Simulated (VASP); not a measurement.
# SiC (Pm) in VASP: a series of runs

Runs on SiC. Level: r2SCAN. Tasks: single point.

All numbers are computed with VASP 6.6.1; they aren't measurements. Logs are shortened: lines on timing, memory, paths and dates and some standing lists are left out, and cuts for length are marked.

### 1 The cell of the first run

It takes space group Pm (No. 6, monoclinic). The conventional cell has a = 4.356 Å, b = 3.080 Å, c = 9.282 Å, α = 90.00°, β = 95.39°, γ = 90.00°. Within 2.5 Å of Si (site symmetry m) lie 4 C at 1.89 Å. Within 2.5 Å of Si (site symmetry m) lie 4 C at 1.89 Å. Within 2.5 Å of Si (site symmetry m) lie 4 C at 1.89 Å. Si (site symmetry m) has 4 C at 1.89 Å within 2.5 Å. Si (site symmetry m) has 4 C at 1.56 to 1.89 Å within 2.1 Å. Si (site symmetry m) has 4 C at 1.89 to 2.49 Å and 2 Si at 2.54 Å within 2.6 Å. C (site symmetry m) has 4 Si at 1.89 Å within 2.5 Å. C (site symmetry m) has 4 Si at 1.89 Å within 2.5 Å.

### 2 Single point, r2SCAN

File POSCAR:

```
SiC
1.0
    4.3562899735      0.0000000000      0.0000000000
    0.0000000000      2.1781449867     -2.1781449867
    0.8712579947      6.5344349602      6.5344349602
Si C
6 6
Direct
   -0.0499966667      0.0000000000      0.2499833333
    0.4166700000      0.5000000000      0.4166500000
   -0.1166633333      0.0000000000      0.5833166667
    0.3500033333      0.5000000000      0.7499833333
   -0.1833300000      0.0000000000      0.9166500000
    0.4833366667      0.5000000000      0.0833166667
    0.6666700000      0.0000000000      0.4166500000
    0.1333366667      0.5000000000      0.5833166667
    0.6000033333      0.0000000000      0.7499833333
    0.0666700000      0.5000000000      0.9166500000
    0.7333366667      0.0000000000      0.0833166667
    0.2000033333      0.5000000000      0.2499833333
```

File INCAR.step1:

```
SYSTEM = SiC
PREC = Accurate
ENCUT = 660
ISMEAR = 0
SIGMA = 0.05
LREAL = .False.
LASPH = .True.
NELM = 120
NBANDS = 36
GGA = PE
ALGO = Normal
EDIFF = 1E-5
LWAVE = .True.
LCHARG = .False.
GGA_COMPAT = .False.
```

File INCAR.step2:

```
SYSTEM = SiC
PREC = Accurate
ENCUT = 660
EDIFF = 1E-6
ISMEAR = 0
SIGMA = 0.05
LREAL = .False.
LASPH = .True.
NELM = 120
ALGO = Normal
ISIF = 2
LWAVE = .False.
LCHARG = .True.
METAGGA = R2SCAN
LMIXTAU = .True.
LELF = .True.
LVHAR = .True.
NBANDS = 36
ISTART = 1
GGA_COMPAT = .False.
```

File KPOINTS:

```
Automatic mesh
0
Gamma
  6 9 3
  0 0 0
```

Potentials or basis: VASP PAW PBE potentials, release 64 (Si, C).

Run with:

```console
cat potpaw_PBE.64/Si/POTCAR potpaw_PBE.64/C/POTCAR > POTCAR
cp INCAR.step1 INCAR
mpirun -np 1 vasp_std > vasp.out
cp INCAR.step2 INCAR
mpirun -np 1 vasp_std > vasp.out
```

OUTCAR:

```text
SYSTEM = SiC
   PREC = Accurate
   ENCUT = 660
   EDIFF = 1E-6
   ISMEAR = 0
   LREAL = .False.
   LASPH = .True.
   NELM = 120
   ISIF = 2
   METAGGA = R2SCAN
   ISTART = 1

 ion  position               nearest neighbor table
   1  0.950  0.000  0.250-  11 1.89  12 1.89  12 1.89   7 1.89   6 3.08   6 3.08   6 3.08   6 3.08
                             2 3.08   2 3.08   2 3.08   2 3.08   3 3.08
   2  0.417  0.500  0.417-   7 1.89   7 1.89   8 1.89  12 1.89   6 3.08   4 3.08   1 3.08   1 3.08
                             3 3.08   3 3.08   1 3.08   1 3.08   3 3.08   3 3.08
   3  0.883  0.000  0.583-   9 1.89   8 1.89   8 1.89   7 1.89   4 3.08   4 3.08   5 3.08   4 3.08
                             4 3.08   2 3.08   2 3.08   2 3.08   2 3.08   1 3.08
   4  0.350  0.500  0.750-   8 1.89   9 1.89   9 1.89  10 1.89   3 3.08   3 3.08   2 3.08   3 3.08
                             3 3.08   5 3.08   5 3.08   5 3.08   5 3.08
   5  0.817  0.000  0.917-  11 1.56  10 1.89  10 1.89   9 1.89   6 2.54   6 2.54   3 3.08   4 3.08
                             4 3.08   4 3.08   4 3.08
   6  0.483  0.500  0.083-  12 1.89  11 1.89  11 1.89  10 2.49   5 2.54   5 2.54   1 3.08   1 3.08
                             2 3.08   1 3.08   1 3.08
   7  0.667  0.000  0.417-   2 1.89   2 1.89   1 1.89   3 1.89
   8  0.133  0.500  0.583-   4 1.89   3 1.89   3 1.89   2 1.89
   9  0.600  0.000  0.750-   3 1.89   4 1.89   4 1.89   5 1.89
  10  0.067  0.500  0.917-   5 1.89   5 1.89   4 1.89   6 2.49
  11  0.733  0.000  0.083-   5 1.56   1 1.89   6 1.89   6 1.89
  12  0.200  0.500  0.250-   6 1.89   1 1.89   1 1.89   2 1.89

  LATTYP: Found a simple monoclinic cell.
 ALAT       =     4.3562899735
 B/A-ratio  =     0.7071067812
 C/A-ratio  =     2.1307275753
 COS(beta)  =    -0.0938646509

  Lattice vectors:

 A1 = (   4.3562899735,   0.0000000000,   0.0000000000)
 A2 = (   0.0000000000,  -2.1781449867,   2.1781449867)
 A3 = (  -0.8712579947,  -6.5344349602,  -6.5344349602)

Analysis of symmetry for initial positions (statically):
=====================================================================
 Subroutine PRICEL returns:
 Original cell was already a primitive cell.

 Routine SETGRP: Setting up the symmetry group for a
 simple monoclinic supercell.

 Subroutine GETGRP returns: Found  2 space group operations
 (whereof  2 operations were pure point group operations)
 out of a pool of  4 trial point group operations.

The static configuration has the point symmetry C_1h.

Analysis of symmetry for dynamics (positions and initial velocities):
=====================================================================
 Subroutine PRICEL returns:
 Original cell was already a primitive cell.
[... 144 lines left out ...]
   EFERMI_NEDOS =   21; number of points for ismear=-14 and -15
   IALGO  =     38    algorithm
   IMIX   =      4    mixing-type and parameters
     AMIX     =   0.40;   BMIX     =  1.00
     AMIX_MAG =   1.60;   BMIX_MAG =  1.00
  volume/ion in A,a.u.               =      10.33        69.74
  Fermi-wavevector in a.u.,A,eV,Ry     =   1.193094  2.254621 19.367534  1.423474
  Thomas-Fermi vector in A             =   2.329117
   LORBIT       =      0    0 simple, 1 ext, 2 COOP (PROOUT), +10 PAW based schemes
   METAGGA = R2SCAN    functional components
   LHFCALC =     F    Hartree Fock is set to
   AEXX    =    0.0000 exact exchange contribution
   IVDW    =     0    specifies the selected vdW correction
   LEPSILON=     F    determine dielectric tensor
   LRPA    =     F    only Hartree local field effects (RPA)
 non-spin polarized calculation
 Gauss-broadening in eV      SIGMA  =   0.05
  energy-cutoff  :      660.00
  volume of cell :      124.01
 maximum number of plane-waves:      4805
 NGX is ok and might be reduce to    40
   NGX = 19   NGY = 13   NGZ = 39

 number of electron      47.9999999 magnetization

 Free energy of the ion-electron system (eV)
  ---------------------------------------------------
  ext. energy  EPLUGINS =         0.00000000
  ---------------------------------------------------
  free energy    TOTEN  =      -111.03453386 eV

  energy without entropy =     -111.03338740  energy(sigma->0) =     -111.03396063

 E-fermi :   8.4518     XC(G=0): -11.9432

 val. band max:        8.4500675583   @ k =   0.0000   0.4444   0.3333
 cond. band min:       8.4597607287   @ k =   0.0000   0.0000   0.0000
 fundamental gap:      0.0096931704
 Fermi energy:         8.4517806442

 k-point     1 :       0.0000    0.0000    0.0000
  band No.  band energies     occupation
      1      -8.5462      2.00000
      2      -7.2152      2.00000
      3      -6.7309      2.00000
      4      -4.0359      2.00000
      5      -3.3963      2.00000
      6      -2.6086      2.00000
[... 925 lines left out ...]
     35      16.0497      0.00000
     36      16.0709      0.00000

 [... further k-points ...]

------------------------ aborting loop because EDIFF is reached ----------------------------------------

  FORCE on cell =-STRESS in cart. coord.  units (eV):
  Direction    XX          YY          ZZ          XY          YZ          ZX
  --------------------------------------------------------------------------------------
  -------------------------------------------------------------------------------------
  Total       -2.1165167     10.6734776     10.6734776     -9.0118629      6.1485772     -9.0118561
  in kB      -27.3458032    137.9033847    137.9033847   -116.4350029     79.4407999   -116.4349143
  external PRESSURE =      82.8203221 kB  Pullay stress =       0.0000000 kB

 VOLUME and BASIS-vectors are now :
 -----------------------------------------------------------------------------
  energy-cutoff  :      660.00
  volume of cell :      124.01
      direct lattice vectors                 reciprocal lattice vectors
     4.356289974  0.000000000  0.000000000     0.229553130 -0.015303542 -0.015303542
     0.000000000  2.178144987 -2.178144987     0.000000000  0.229553130 -0.229553130
     0.871257995  6.534434960  6.534434960     0.000000000  0.076517710  0.076517710

 POSITION                                       TOTAL-FORCE (eV/Angst)
 -----------------------------------------------------------------------------------
      4.35629      1.63350      1.63350         0.259785      0.095932      0.095932
      2.17814      3.81164      1.63350        -0.160052      0.189142      0.189142
      4.35629      3.81164      3.81164         0.395909      0.162327      0.162327
      2.17814      5.98979      3.81164        -0.713648      0.462754      0.462754
      4.35629      5.98979      5.98979         6.075049     -6.841827     -6.841827
      2.17814      1.63350     -0.54465        -3.137272      1.396247      1.396247
      3.26722      2.72257      2.72257        -0.090464     -0.188382     -0.188382
      1.08907      4.90072      2.72257         0.034179     -0.306481     -0.306481
      3.26722      4.90072      4.90072         0.003725      0.169862      0.169862
      1.08907      7.07886      4.90072         2.695608     -2.150877     -2.150877
      3.26722      0.54443      0.54443        -4.966404      7.123427      7.123427
      1.08907      2.72257      0.54443        -0.396415     -0.112123     -0.112123
 -----------------------------------------------------------------------------------
    total drift:                                0.000042     -0.000198     -0.000198

  FREE ENERGIE OF THE ION-ELECTRON SYSTEM (eV)
  ---------------------------------------------------
  free  energy   TOTEN  =      -111.0345338569 eV

  energy  without entropy=     -111.0333874022  energy(sigma->0) =     -111.03396063
```

OSZICAR.step1:

```text
N       E                     dE             d eps       ncg     rms          rms(c)
DAV:   1     0.153708720769E+03    0.15371E+03   -0.25298E+04  3600   0.146E+03
DAV:   2    -0.834620784032E+02   -0.23717E+03   -0.22184E+03  4540   0.231E+02
DAV:   3    -0.975963560773E+02   -0.14134E+02   -0.13981E+02  4704   0.526E+01
DAV:   4    -0.978343200098E+02   -0.23796E+00   -0.23731E+00  4624   0.769E+00
DAV:   5    -0.978394985578E+02   -0.51785E-02   -0.51726E-02  4528   0.109E+00    0.226E+01
DAV:   6    -0.859149592689E+02    0.11925E+02   -0.33317E+01  4404   0.225E+01    0.103E+01
DAV:   7    -0.856901340451E+02    0.22483E+00   -0.40019E+00  4576   0.840E+00    0.453E+00
DAV:   8    -0.856382571236E+02    0.51877E-01   -0.19377E-01  4460   0.216E+00    0.191E+00
DAV:   9    -0.856357085496E+02    0.25486E-02   -0.43962E-02  4496   0.106E+00    0.297E-01
DAV:  10    -0.856353485879E+02    0.35996E-03   -0.43745E-03  4540   0.355E-01    0.161E-01
DAV:  11    -0.856356857608E+02   -0.33717E-03   -0.12976E-03  4444   0.175E-01    0.903E-02
DAV:  12    -0.856357442405E+02   -0.58480E-04   -0.13469E-04  4356   0.633E-02    0.301E-02
DAV:  13    -0.856357534868E+02   -0.92464E-05   -0.49179E-05  4164   0.342E-02
   1 F= -.85635753E+02 E0= -.85635351E+02  d E =-.804553E-03
```

It took 34 min on 1 thread of Intel Xeon 8259CL, shared host; peak memory 0.46 GiB.

Results:

```
Free energy            : -111.0345 eV
Pressure               : 8.3 GPa
Largest force          : 11.425 eV/Å
Band gap on the k mesh : zero (bands 24 and 25 overlap by 0.02 eV)
```

Forces on the atoms (eV/Å):
```
Si   0.260  0.096  0.096
Si  -0.160  0.189  0.189
Si   0.396  0.162  0.162
Si  -0.714  0.463  0.463
Si   6.075 -6.842 -6.842
Si  -3.137  1.396  1.396
C   -0.090 -0.188 -0.188
C    0.034 -0.306 -0.306
C    0.004  0.170  0.170
C    2.696 -2.151 -2.151
C   -4.966  7.123  7.123
C   -0.396 -0.112 -0.112
```

Stress tensor (GPa, compression positive):
```
 -2.73 -11.64 -11.64
-11.64  13.79   7.94
-11.64   7.94  13.79
```

Levels at points of the mesh, in eV from the Fermi level:
| k point | band 20 | band 21 | band 22 | band 23 | band 24 | band 25 | band 26 | band 27 | band 28 | band 29 |
| --- | --- | --- | --- | --- | --- | --- | --- | --- | --- | --- |
| (0.00, 0.00, 0.00) | -1.20 | -0.74 | -0.68 | -0.38 | 0.01 | 1.51 | 2.60 | 3.64 | 4.25 | 4.32 |
| (0.50, 0.00, 0.00) | -1.85 | -1.85 | -1.42 | -0.65 | -0.44 | 2.72 | 3.77 | 4.34 | 5.38 | 5.49 |

Caveat: the cell stands under pressure; semilocal functionals underestimate gaps, so a narrow gap can read as zero; the PAW data sets were made with another functional, which shifts forces and pressure a little.

### 3 Single point, r2SCAN

File POSCAR:

```
SiC
1.0
    4.3562899735      0.0000000000      0.0000000000
    0.0000000000      2.1781449867     -2.1781449867
    1.7425159894      6.5344349602      6.5344349602
Si C
6 6
Direct
   -0.0999933333      0.0000000000      0.2499833333
    0.3333400000      0.5000000000      0.4166500000
   -0.2333266667      0.0000000000      0.5833166667
    0.2000066667      0.5000000000      0.7499833333
   -0.3666600000      0.0000000000      0.9166500000
    0.4666733333      0.5000000000      0.0833166667
    0.5833400000      0.0000000000      0.4166500000
    0.0166733333      0.5000000000      0.5833166667
    0.4500066667      0.0000000000      0.7499833333
   -0.1166600000      0.5000000000      0.9166500000
    0.7166733333      0.0000000000      0.0833166667
    0.1500066667      0.5000000000      0.2499833333
```

File INCAR.step1:

```
SYSTEM = SiC
ALGO = Normal ; EDIFF = 1E-5
ENCUT = 660 ; GGA = PE
GGA_COMPAT = .False. ; ISMEAR = 0
LASPH = .True. ; LCHARG = .False.
LREAL = .False. ; LWAVE = .True.
NBANDS = 36 ; NELM = 120
PREC = Accurate ; SIGMA = 0.05
```

File INCAR.step2:

```
SYSTEM = SiC
ALGO = Normal ; EDIFF = 1E-6
ENCUT = 660 ; GGA_COMPAT = .False.
ISIF = 2 ; ISMEAR = 0
ISTART = 1 ; LASPH = .True.
LCHARG = .False. ; LMIXTAU = .True.
LREAL = .False. ; LWAVE = .False.
METAGGA = R2SCAN ; NBANDS = 36
NELM = 120 ; PREC = Accurate
SIGMA = 0.05
```

File KPOINTS:

```
k-points
0
Gamma
  6 9 3
  0 0 0
```

Potentials or basis: VASP PAW PBE potentials, release 64 (Si, C).

Run with:

```console
cat potpaw_PBE.64/Si/POTCAR potpaw_PBE.64/C/POTCAR > POTCAR
cp INCAR.step1 INCAR
mpirun -np 1 vasp_std > vasp.out
cp INCAR.step2 INCAR
mpirun -np 1 vasp_std > vasp.out
```

It took 33 min on 1 thread of Intel Xeon 8259CL, shared host; peak memory 0.46 GiB.

Results (log left out):

- Free energy: -107.3837 eV
- Pressure: 10.0 GPa
- Largest force: 8.024 eV/Å
- Band gap on the k mesh: zero (bands 24 and 25 overlap by 0.76 eV)

Forces on the atoms (eV/Å):
```
Si   0.012 -0.128 -0.128
Si   0.030  0.057  0.057
Si   0.186  0.193  0.193
Si   0.240  0.743  0.743
Si   0.484 -5.476 -5.476
Si  -1.604  2.772  2.772
C   -0.117 -0.160 -0.160
C   -0.079 -0.041 -0.041
C   -0.317 -0.229 -0.229
C    0.589 -3.363 -3.363
C    1.026  5.627  5.627
C   -0.449  0.005  0.005
```

Stress tensor (GPa, compression positive):
```
 3.98 -2.37 -2.37
-2.37 12.95  6.17
-2.37  6.17 12.95
```

Levels at points of the mesh, in eV from the Fermi level:
| k point | band 21 | band 22 | band 23 | band 24 | band 25 | band 26 | band 27 | band 28 |
| --- | --- | --- | --- | --- | --- | --- | --- | --- |
| (0.00, 0.00, 0.00) | -1.77 | -1.31 | -1.25 | -0.17 | 0.24 | 1.66 | 3.43 | 3.65 |
| (0.50, 0.00, 0.00) | -2.34 | -2.25 | -0.71 | -0.23 | 0.08 | 3.77 | 4.09 | 4.82 |

Caveat: the cell stands under pressure; semilocal functionals underestimate gaps, so a narrow gap can read as zero; the PAW data sets were made with another functional, which shifts forces and pressure a little.
